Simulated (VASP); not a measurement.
# BeTe (F-43m) in VASP: settings compared, part 2 of 2

VASP 6.6.1. Earlier steps stand in the parts before.

## (3) G0W0 quasiparticle levels, LDA

Input file POSCAR:

```
BeTe
1.0
    0.0000000000      2.8286236224      2.8286236224
    2.8286236224      0.0000000000      2.8286236224
    2.8286236224      2.8286236224      0.0000000000
Be Te
1 1
Direct
    0.0000000000      0.0000000000      0.0000000000
    0.2500000000      0.2500000000      0.2500000000
```

Input file INCAR.step1:

```
ALGO = Normal ; EDIFF = 1E-8
ENCUT = 500 ; ISMEAR = 0
LASPH = True ; LCHARG = False
LREAL = False ; LWAVE = True
NELM = 60 ; PREC = Accurate
SIGMA = 0.01
```

Input file INCAR.step2:

```
ALGO = Exact ; EDIFF = 1E-8
ENCUT = 500 ; ISMEAR = 0
ISTART = 1 ; LASPH = True
LCHARG = False ; LOPTICS = True
LREAL = False ; LWAVE = True
NBANDS = 94 ; NELM = 1
PREC = Accurate ; SIGMA = 0.01
```

Input file INCAR.step3:

```
ALGO = EVGW0 ; EDIFF = 1E-8
ENCUT = 500 ; ENCUTGW = 60.0
ISMEAR = 0 ; ISTART = 1
LASPH = True ; LCHARG = False
LREAL = False ; LWAVE = False
NBANDS = 94 ; NBANDSGW = 12
NELMGW = 1 ; NOMEGA = 48
PREC = Accurate ; PRECFOCK = Fast
SIGMA = 0.01
```

Input file KPOINTS:

```
k-points
0
Gamma
  4 4 4
```

Potentials or basis: VASP PAW LDA potentials, release 64 (Be_GW, Te_GW).

The run is started by

```console
> cat potpaw_LDA.64/Be_GW/POTCAR potpaw_LDA.64/Te_GW/POTCAR > POTCAR
> cp INCAR.step1 INCAR
> mpirun -np 1 vasp_std > vasp.out
> cp INCAR.step2 INCAR
> mpirun -np 1 vasp_std > vasp.out
> cp INCAR.step3 INCAR
> mpirun -np 1 vasp_std > vasp.out
```

OUTCAR:

```text
EDIFF = 1E-8
   ENCUT = 500
   ENCUTGW = 60.0
   ISMEAR = 0
   ISTART = 1
   LASPH = True
   LREAL = False
   NELMGW = 1
   PREC = Accurate
   PRECFOCK = Fast

 ion  position               nearest neighbor table
   1  0.000  0.000  0.000-   2 2.45   2 2.45   2 2.45   2 2.45
   2  0.250  0.250  0.250-   1 2.45   1 2.45   1 2.45   1 2.45

  LATTYP: Found a face centered cubic cell.
 ALAT       =     5.6572472448

  Lattice vectors:

 A1 = (   0.0000000000,   2.8286236224,   2.8286236224)
 A2 = (   2.8286236224,   0.0000000000,   2.8286236224)
 A3 = (   2.8286236224,   2.8286236224,   0.0000000000)

Analysis of symmetry for initial positions (statically):
=====================================================================
 Subroutine PRICEL returns:
 Original cell was already a primitive cell.

[... 148 lines left out ...]
   NELMHF              =     1    number of iterations in the inner HF iteration
   NKREDLFX            =     1    NKREDLFY  =   1   NKREDLFZ  =   1
 non-spin polarized calculation
 Gauss-broadening in eV      SIGMA  =   0.01
  energy-cutoff  :      500.00
  volume of cell :       45.26
 maximum number of plane-waves:      1174
 NGX is ok and might be reduce to    30
  NGX = 18; NGY = 18; NGZ = 18
   NGX = 15   NGY = 15   NGZ = 15
 maximum number of plane-waves:        59
 NGX is ok and might be reduce to    14

 QP shifts <psi_nk| G(iteration)W_0 |psi_nk>: iteration 1
 for sc-GW calculations column KS-energies equals QP-energies in previous step
 and V_xc(KS)=  KS-energies - (<T + V_ion + V_H > + <T+V_H+V_ion>^1  + <V_x>^1)

 k-point   1 :       0.0000    0.0000    0.0000
  band No.  KS-energies  QP-energies   sigma(KS)   V_xc(KS)     V^pw_x(r,r')   Z            occupation Imag(sigma)

      1      -7.6412      -7.9914     -11.5309     -11.0342     -17.6030       0.7051       2.0000       1.2040
      2       4.5924       4.3969     -11.5438     -11.2948     -12.9488       0.7852       2.0000       0.0648
      3       4.5924       4.3969     -11.5438     -11.2948     -12.9488       0.7852       2.0000       0.0648
      4       4.5924       4.3969     -11.5438     -11.2948     -12.9488       0.7852       2.0000       0.0648
      5       8.1862       8.7915      -8.7450      -9.5319      -4.7183       0.7692       0.0000      -0.0865
      6       8.1862       8.7915      -8.7450      -9.5319      -4.7183       0.7692       0.0000      -0.0865
      7       8.1862       8.7915      -8.7450      -9.5319      -4.7183       0.7692       0.0000      -0.0865
      8       8.2098       9.0322      -8.7679      -9.8320      -4.6550       0.7728       0.0000      -0.0911
      9      12.7236      13.0566      -7.7803      -8.2266      -2.4421       0.7463       0.0000      -0.2267
     10      15.0476      15.5121      -8.7192      -9.3338      -3.7220       0.7558       0.0000      -0.2687
     11      15.0476      15.5121      -8.7192      -9.3338      -3.7220       0.7558       0.0000      -0.2687
     12      15.7590      16.0639      -7.6918      -8.0908      -2.0979       0.7641       0.0000      -0.4853
[... 100 lines left out ...]
      1      -5.8361      -5.8946     -11.8805     -11.7990     -17.3623       0.7180       2.0000       0.8733
      2       0.1115      -0.4616     -11.0017     -10.2139     -13.9267       0.7275       2.0000       0.1662
      3       0.9411       0.4881     -10.6114     -10.0066     -12.9516       0.7490       2.0000       0.1202
      4       1.4232       1.0031     -10.5527      -9.9967     -12.6404       0.7555       2.0000       0.1035
      5       9.7765      10.2269      -8.3857      -8.9650      -4.3230       0.7773       0.0000      -0.1049
      6      10.0425      10.7574      -8.5868      -9.5374      -3.7643       0.7521       0.0000      -0.1337
      7      10.0853      10.5913      -8.2719      -8.9343      -3.7850       0.7640       0.0000      -0.1160
      8      10.7424      11.3516      -9.2597     -10.0739      -4.6344       0.7483       0.0000      -0.1458
      9      15.4082      16.1265      -9.0138      -9.9971      -3.1484       0.7305       0.0000      -0.4104
     10      16.0958      16.7399      -9.2974     -10.1709      -3.5135       0.7374       0.0000      -0.4962
     11      17.4470      18.0623      -8.5818      -9.4067      -2.6952       0.7459       0.0000      -0.5231
     12      18.3668      18.9747      -8.7246      -9.5179      -2.8552       0.7663       0.0000      -0.6876
```

OUTCAR.step1:

```text
EDIFF = 1E-8
   ENCUT = 500
   ISMEAR = 0
   LASPH = True
   LREAL = False
[... 290 lines left out ...]
      0.00000      0.00000      0.00000         0.000000      0.000000      0.000000
      1.41431      1.41431      1.41431        -0.000000     -0.000000     -0.000000
 -----------------------------------------------------------------------------------
    total drift:                                0.000000      0.000000      0.000000

  FREE ENERGIE OF THE ION-ELECTRON SYSTEM (eV)
  ---------------------------------------------------
  free  energy   TOTEN  =        -8.6377291478 eV

  energy  without entropy=       -8.6377291478  energy(sigma->0) =       -8.63772915
```

Run time: 2.8 min. Hardware: 1 thread of Intel Xeon 8259CL, shared host; peak memory 0.44 GiB.

What came out:

```yaml
Band_gap_on_the_k_mesh_mean-field_level: 1.89 eV, indirect (least direct gap 3.59 eV)
Quasiparticle_gap: 2.48 eV
Least_direct_quasiparticle_gap: 4.39 eV
```

Caveat: the k points lie up to 0.48 Å⁻¹ apart; bands, screening cutoff and mesh are small and nothing is extrapolated, so the quasiparticle values aren't converged; spin-orbit coupling is left out, which moves the levels of the heavy elements. A k mesh can miss the band edges.
